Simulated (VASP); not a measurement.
# Ru (P4/mmm) in VASP: single point with PBEsol

Aim: the single point of Ru with PBEsol.

Program: VASP 6.6.1. These are calculated values, not measurements. Logs are shortened: lines on timing, memory, paths and dates and some standing lists are left out, and cuts for length are marked.

### 1 The cell of the first run

Symmetry: P4/mmm, No. 123, tetragonal system. Conventional cell: a = 3.053 Å, b = 3.053 Å, c = 3.389 Å, α = 90.00°, β = 90.00°, γ = 90.00°. Ru (site symmetry 4/mmm) has 6 Ru at 3.05 to 3.39 Å within 4.0 Å.

### 2 Single point, PBEsol

Input file INCAR:

```
PREC = Accurate
ENCUT = 520
EDIFF = 1E-7
ISMEAR = -1
SIGMA = 0.1
LREAL = F
LASPH = T
NELM = 100
ALGO = Normal
ISIF = 2
LWAVE = F
LCHARG = T
GGA = PS
LELF = T
LVHAR = T
NBANDS = 13
```

Input file KPOINTS:

```
Automatic mesh
0
Gamma
  9 9 9
```

Input file POSCAR:

```
Ru
1.0
    3.0530000000      0.0000000000      0.0000000000
    0.0000000000      3.0530000000      0.0000000000
    0.0000000000      0.0000000000      3.3890000000
Ru
1
Direct
    0.0000000000      0.0000000000      0.0000000000
```

Potentials or basis: VASP PAW PBE potentials, release 64 (Ru_pv).

The run is started by

```console
cat potpaw_PBE.64/Ru_pv/POTCAR > POTCAR
mpirun -np 1 vasp_std > vasp.out
```

OUTCAR:

```text
PREC = Accurate
   ENCUT = 520
   EDIFF = 1E-7
   ISMEAR = -1
   LREAL = F
   LASPH = T
   NELM = 100
   ISIF = 2
   GGA = PS

 ion  position               nearest neighbor table
   1  0.000  0.000  0.000-

  LATTYP: Found a simple tetragonal cell.
 ALAT       =     3.0530000000
 C/A-ratio  =     1.1100556829

  Lattice vectors:

 A1 = (   3.0530000000,   0.0000000000,   0.0000000000)
 A2 = (   0.0000000000,   3.0530000000,   0.0000000000)
 A3 = (   0.0000000000,   0.0000000000,   3.3890000000)

Analysis of symmetry for initial positions (statically):
=====================================================================
 Subroutine PRICEL returns:
 Original cell was already a primitive cell.

 Routine SETGRP: Setting up the symmetry group for a
 simple tetragonal supercell.

 Subroutine GETGRP returns: Found 16 space group operations
 (whereof 16 operations were pure point group operations)
 out of a pool of 16 trial point group operations.

The static configuration has the point symmetry D_4h.

Analysis of symmetry for dynamics (positions and initial velocities):
=====================================================================
 Subroutine PRICEL returns:
 Original cell was already a primitive cell.

 Routine SETGRP: Setting up the symmetry group for a
 simple tetragonal supercell.

 Subroutine GETGRP returns: Found 16 space group operations
 (whereof 16 operations were pure point group operations)
 out of a pool of 16 trial point group operations.

The dynamic configuration has the point symmetry D_4h.

 Subroutine INISYM returns: Found 16 space group operations
 (whereof 16 operations are pure point group operations),
 and found     1 'primitive' translations

----------------------------------------------------------------------------------------

                                     Primitive cell

  volume of cell :      31.5882

  direct lattice vectors                    reciprocal lattice vectors
     3.053000000  0.000000000  0.000000000     0.327546675  0.000000000  0.000000000
     0.000000000  3.053000000  0.000000000     0.000000000  0.327546675  0.000000000
     0.000000000  0.000000000  3.389000000     0.000000000  0.000000000  0.295072293

  length of vectors
     3.053000000  3.053000000  3.389000000     0.327546675  0.327546675  0.295072293

  position of ions in fractional coordinates (direct lattice)
     0.000000000  0.000000000  0.000000000

  ion indices of the primitive-cell ions
   primitive index   ion index
                 1           1

----------------------------------------------------------------------------------------

 KPOINTS: Automatic mesh

Automatic generation of k-mesh.
 Grid dimensions read from file:
 generate k-points for:    9    9    9

 Generating k-lattice:

  Cartesian coordinates                     Fractional coordinates (reciprocal lattice)
     0.036394075  0.000000000  0.000000000     0.111111111  0.000000000  0.000000000
     0.000000000  0.036394075  0.000000000     0.000000000  0.111111111  0.000000000
     0.000000000  0.000000000  0.032785810     0.000000000  0.000000000  0.111111111

  Length of vectors
     0.036394075  0.036394075  0.032785810

  Shift w.r.t. Gamma in fractional coordinates (k-lattice)
     0.000000000  0.000000000  0.000000000

 Subroutine IBZKPT returns following result:
 ===========================================

 Found     75 irreducible k-points:

 Following reciprocal coordinates:
            Coordinates               Weight
  0.000000  0.000000  0.000000      1.000000
  0.111111  0.000000  0.000000      4.000000
  0.222222  0.000000  0.000000      4.000000
  0.333333  0.000000  0.000000      4.000000
  0.444444  0.000000  0.000000      4.000000
  0.111111  0.111111  0.000000      4.000000
[... 16 lines left out ...]
  0.333333  0.111111  0.111111     16.000000
  0.444444  0.111111  0.111111     16.000000
 [... further k-points ...]
   k-points           NKPTS =     75   k-points in BZ     NKDIM =     75   number of bands    NBANDS=     13
   number of dos      NEDOS =    301   number of ions     NIONS =      1
   total plane-waves  NPLWV =  16128
   dimension x,y,z NGX =    24 NGY =   24 NGZ =   28
   dimension x,y,z NGXF=    48 NGYF=   48 NGZF=   56
   ions per type =               1
   NGX,Y,Z   is equivalent  to a cutoff of  13.07, 13.07, 13.74 a.u.
   NGXF,Y,Z  is equivalent  to a cutoff of  26.14, 26.14, 27.47 a.u.
 SYSTEM =  unknown system
   PREC   = accura    normal or accurate (medium, high low for compatibility)
   ISTART =      0    job   : 0-new  1-cont  2-samecut
   ICHARG =      2    charge: 1-file 2-atom 10-const
   ISPIN  =      1    spin polarized calculation?
   LNONCOLLINEAR =      F non collinear calculations
   LSORBIT =      F    spin-orbit coupling
   LASPH  =      T    aspherical Exc in radial PAW
   ENCUT  =  520.0 eV  38.22 Ry    6.18 a.u.   5.68  5.68  6.30*2*pi/ulx,y,z
   NELM   =    100;   NELMIN=  2; NELMDL= -5     # of ELM steps
   EDIFF  = 0.1E-06   stopping-criterion for ELM
   LREAL  =      F    real-space projection
   EDIFFG = 0.1E-05   stopping-criterion for IOM
   NSW    =      0    number of steps for IOM
   IBRION =     -1    ionic relax: 0-MD 1-quasi-New 2-CG
   NFREE  =      0    steps in history (QN), initial steepest desc. (CG)
   ISIF   =      2    stress and relaxation
   ISYM   =      2    0-nonsym 1-usesym 2-fastsym
   POTIM  = 0.5000    time-step for ionic-motion
   TEBEG  =    0.0;   TEEND  =   0.0 temperature during run
   PSTRESS=    0.0 pullay stress
   NELECT =      14.0000    total number of electrons
   NUPDOWN=      -1.0000    fix difference up-down
   EMIN   =  10.00;   EMAX   =-10.00  energy-range for DOS
   EFERMI =   0.00;   METHOD = LEGACY
   ISMEAR =    -1;   SIGMA  =   0.10  broadening in eV -4-tet -1-fermi 0-gaus
   EFERMI_NEDOS =   21; number of points for ismear=-14 and -15
   IALGO  =     38    algorithm
   IMIX   =      4    mixing-type and parameters
     AMIX     =   0.40;   BMIX     =  1.00
     AMIX_MAG =   1.60;   BMIX_MAG =  1.00
  volume/ion in A,a.u.               =      31.59       213.17
  Fermi-wavevector in a.u.,A,eV,Ry     =   1.248176  2.358710 21.197102  1.557943
  Thomas-Fermi vector in A             =   2.382274
   LORBIT       =      0    0 simple, 1 ext, 2 COOP (PROOUT), +10 PAW based schemes
   GGA     = PS    functional components
   LHFCALC =     F    Hartree Fock is set to
   AEXX    =    0.0000 exact exchange contribution
   IVDW    =     0    specifies the selected vdW correction
   LEPSILON=     F    determine dielectric tensor
   LRPA    =     F    only Hartree local field effects (RPA)
 non-spin polarized calculation
  energy-cutoff  :      520.00
  volume of cell :       31.59
 maximum number of plane-waves:       864
 NGX is ok and might be reduce to    24
   NGX = 11   NGY = 11   NGZ = 13

 number of electron      14.0000008 magnetization

 Free energy of the ion-electron system (eV)
  ---------------------------------------------------
  ext. energy  EPLUGINS =         0.00000000
  ---------------------------------------------------
  free energy    TOTEN  =        -5.89771130 eV

  energy without entropy =       -5.75728371  energy(sigma->0) =       -5.82749750

 E-fermi :   2.4134     XC(G=0):  -9.5322

 val. band max:        2.3962479511   @ k =   0.1111   0.0000   0.4444
 cond. band min:       2.4135094003   @ k =   0.2222   0.2222   0.1111
 fundamental gap:      0.0172614492
 Fermi energy:         2.4134001505

 k-point     1 :       0.0000    0.0000    0.0000
  band No.  band energies     occupation
      1     -39.5022      2.00000
      2     -39.5022      2.00000
      3     -39.4891      2.00000
      4      -1.3649      2.00000
      5       0.2078      2.00000
      6       0.5477      2.00000
      7       2.8315      0.03009
      8       2.8315      0.03009
      9       3.0525      0.00335
     10      12.1724      0.00000
     11      14.3338      0.00000
     12      15.2359      0.00000
     13      15.2359      0.00000

 k-point     2 :       0.1111    0.0000    0.0000
  band No.  band energies     occupation
      1     -39.5190      2.00000
      2     -39.5008      2.00000
      3     -39.4876      2.00000
      4      -1.1324      2.00000
      5       0.3283      2.00000
      6       0.6207      2.00000
      7       2.6749      0.13637
      8       2.8436      0.02671
      9       2.9274      0.01164
     10      12.5360      0.00000
     11      13.4497      0.00000
     12      14.3352      0.00000
     13      15.5888      0.00000

 k-point     3 :       0.2222    0.0000    0.0000
  band No.  band energies     occupation
      1     -39.5614      2.00000
      2     -39.4975      2.00000
      3     -39.4840      2.00000
      4      -0.5474      2.00000
      5       0.5829      2.00000
      6       0.9785      2.00000
      7       2.3109      1.47173
      8       2.6293      0.20702
      9       2.8745      0.01969
     10      10.7766      0.00000
     11      13.5054      0.00000
     12      14.3348      0.00000
     13      16.4638      0.00000
[... 305 lines left out ...]
 k-point    23 :       0.3333    0.1111    0.1111
  band No.  band energies     occupation
      1     -39.6074      2.00000
      2     -39.5099      2.00000
      3     -39.4834      2.00000
      4       0.3851      2.00000
      5       0.9837      2.00000
      6       1.5953      1.99944
      7       1.9616      1.97841
      8       2.5966      0.27599
      9       2.7250      0.08494
     10       8.6799      0.00000
     11      13.3927      0.00000
     12      14.3351      0.00000
     13      15.7596      0.00000

 k-point    24 :       0.4444    0.1111    0.1111
  band No.  band energies     occupation
      1     -39.6385      2.00000
      2     -39.5073      2.00000
      3     -39.4807      2.00000
      4       0.6700      2.00000
      5       1.1688      1.99999
      6       1.4724      1.99984
      7       1.7892      1.99612
      8       2.7421      0.07204
      9       3.9101      0.00000
     10       6.5022      0.00000
     11      14.3329      0.00000
     12      14.6516      0.00000
     13      16.0086      0.00000

 [... further k-points ...]

------------------------ aborting loop because EDIFF is reached ----------------------------------------

  FORCE on cell =-STRESS in cart. coord.  units (eV):
  Direction    XX          YY          ZZ          XY          YZ          ZX
  --------------------------------------------------------------------------------------
  -------------------------------------------------------------------------------------
  Total       -6.2063055     -6.2063055     -4.4715928      0.0000000      0.0000000      0.0000000
  in kB     -314.7882785   -314.7882785   -226.8024055      0.0000000      0.0000000      0.0000000
  external PRESSURE =    -285.4596542 kB  Pullay stress =       0.0000000 kB

 VOLUME and BASIS-vectors are now :
 -----------------------------------------------------------------------------
  energy-cutoff  :      520.00
  volume of cell :       31.59
      direct lattice vectors                 reciprocal lattice vectors
     3.053000000  0.000000000  0.000000000     0.327546675  0.000000000  0.000000000
     0.000000000  3.053000000  0.000000000     0.000000000  0.327546675  0.000000000
     0.000000000  0.000000000  3.389000000     0.000000000  0.000000000  0.295072293

 POSITION                                       TOTAL-FORCE (eV/Angst)
 -----------------------------------------------------------------------------------
      0.00000      0.00000      0.00000         0.000000      0.000000      0.000000
 -----------------------------------------------------------------------------------
    total drift:                                0.000000     -0.000000     -0.000000

  FREE ENERGIE OF THE ION-ELECTRON SYSTEM (eV)
  ---------------------------------------------------
  free  energy   TOTEN  =        -5.8977112954 eV

  energy  without entropy=       -5.7572837083  energy(sigma->0) =       -5.82749750
```

It took 33 s on 1 thread of Intel Xeon Platinum 8259CL at 2.50GHz (Skylake/Cascade Lake), shared host; peak memory 0.16 GiB.

What came out:

```yaml
Free_energy: -5.8977 eV
Pressure: -28.5 GPa
Band_gap_on_the_k_mesh: zero (band 7 reaches 3.24 eV, above the bottom of band 8 at 2.16 eV)
```

Caveat: the PAW data sets were made with another functional, which shifts forces and pressure a little.
